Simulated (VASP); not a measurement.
Runs of VASP 6.6.1 on MgO. The structure is that of space group P-6m2 (No. 187), or close to it. The cells are those of the table. 

```csv
task,level,cell,k mesh,cutoff (eV),grid for exact exchange (PRECFOCK),share of exact exchange,gap on the mesh (eV),pressure (GPa),relaxed volume (Å³/atom)
single point,r2SCAN,"a = 2.901, b = 2.901, c = 2.648 Å, angles 90.0, 90.0, 120.0°, 2 atoms",10 × 10 × 10,660,-,-,(b),-1.3,-
single point,r2SCAN+D3(BJ),"a = 2.886, b = 2.886, c = 2.637 Å, angles 90.0, 90.0, 120.0°, 2 atoms",10 × 10 × 10,660,-,-,4.19,-1.3,-
relaxation of cell and atoms,r2SCAN+D4,"relaxed from a = 2.938, b = 2.938, c = 2.680 Å, angles 90.0, 90.0, 120.0°, 2 atoms",10 × 10 × 10,660,-,-,4.19,0.0,9.51
single point,PBE0,"a = 2.996, b = 2.996, c = 2.732 Å, angles 90.0, 90.0, 120.0°, 2 atoms",6 × 6 × 6,520,Normal,0.25,4.82,(a),-
relaxation of cell and atoms,HF,"relaxed from a = 2.938, b = 2.938, c = 2.680 Å, angles 90.0, 90.0, 120.0°, 2 atoms",5 × 5 × 5,600,Normal,1,13.81,0.0,9.49
```

Alike in all rows: potentials or basis VASP PAW PBE potentials, release 64 (Mg, O); no spin polarisation; smearing fermi-dirac 0.05 eV.

Question: Estimate the missing entries.

Answer: (a) -12.9; (b) 4.06.

Caveats: some runs use coarse meshes; the PAW data sets were made with another functional, which shifts forces and pressure a little; the cell stands under tension (at least some runs); an odd mesh through Γ misses points on the zone boundary, where band edges can lie (at least some runs).
